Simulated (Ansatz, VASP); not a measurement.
# GaN in VASP and in Ansatz

INCAR

```
PREC = Accurate ; ENCUT = 600
EDIFF = 1E-6 ; ISMEAR = -5
SIGMA = 0.1 ; LREAL = False
LASPH = True ; NELM = 120
ALGO = Normal ; ISIF = 2
LWAVE = False ; LCHARG = True
GGA = PS ; LELF = True
LVHAR = True ; NBANDS = 16
GGA_COMPAT = False
```

Contents of KPOINTS:

```
regular mesh
0
Gamma
  8 8 8
```

POSCAR

```
GaN
1.0
    0.0000000000      2.1085153689      2.1085153689
    2.1085153689      0.0000000000      2.1085153689
    2.1085153689      2.1085153689      0.0000000000
Ga N
1 1
Direct
    0.5000000000      0.5000000000      0.5000000000
    0.0000000000      0.0000000000      0.0000000000
```

Input for Ansatz:

```yaml
crystal:
  lattice:
    - [0.0, 2.1085153689, 2.1085153689]
    - [2.1085153689, 0.0, 2.1085153689]
    - [2.1085153689, 2.1085153689, 0.0]
  atoms:
    - { symbol: Ga, position: [0.5, 0.5, 0.5] }
    - { symbol: "N", position: [0.0, 0.0, 0.0] }
kpoints:
  mp_grid: { grid: [8, 8, 8] }
hamiltonian:
  xc: pbesol
scf:
  occupations: { method: tetrahedron }
  n_extra_bands: 4
output:
  forces: true
  stress: true
  eigenvalues: true
```

Alike in both runs: task single point; functional PBEsol; k mesh 8 × 8 × 8; occupations tetrahedron; no spin polarisation.

|  | VASP | Ansatz |
| --- | --- | --- |
| version | VASP 6.6.1 | Ansatz 0.2.0 |
| potentials or method | VASP PAW PBE potentials, release 64 (Ga_d, N) | plane waves |
| plane-wave cutoff (eV) | 600 | 420 |
| valence electrons in the cell | 18 | 18 |

VASP gave:

- gap on the k mesh at the Fermi level (eV): 0.57
- pressure (GPa): 0.6

Task: Estimate Ansatz's values.

Result: gap on the k mesh at the Fermi level (eV): 0.58; pressure (GPa): 0.4.

VASP's potentials were made for PBE, not for PBEsol. Ansatz's warnings: band table not solved further, tetrahedron derivatives may miss energy slope.
